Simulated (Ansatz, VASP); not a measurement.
## Two plane-wave programs on Bi4Te5

```
CELL_PARAMETERS angstrom
4.38231 0.00000 0.00000
-2.19115 3.79519 0.00000
0.00000 0.00000 31.16442
ATOMIC_POSITIONS crystal
Bi 0.33333 0.66667 0.24066
Bi 0.33333 0.66667 0.43532
Bi 0.00000 0.00000 0.56468
Bi 0.00000 0.00000 0.75934
Te 0.66667 0.33333 0.29592
Te 0.00000 0.00000 0.38006
Te 0.66667 0.33333 0.50000
Te 0.33333 0.66667 0.61994
Te 0.66667 0.33333 0.70408
```

Alike in both runs: task single point; functional PBEsol; k mesh 9 × 9 × 3; occupations gaussian, width 0.05 eV; no spin polarisation.

|  | VASP | Ansatz |
| --- | --- | --- |
| version | VASP 6.6.1 | Ansatz 0.2.0 |
| potentials or method | VASP PAW PBE potentials, release 64 (Bi_d, Te), cutoff 400 eV | scalar-relativistic, plane waves, PAW |
| valence electrons in the cell | 90 | 140 |

```csv
,VASP,Ansatz,Ansatz less VASP
gap on the k mesh at the Fermi level (eV),none,none,-
rms of the force components (eV/Å),0.216,0.217,+0.0008
```

VASP's potentials were made for PBE, not for PBEsol. A gap of «none» marks a metal or a gap that the smearing closes. VASP's potentials hold 90 valence electrons a cell and Ansatz's 140, so a difference there can come from the potentials and not from the codes.

Neither program's run includes spin-orbit coupling.
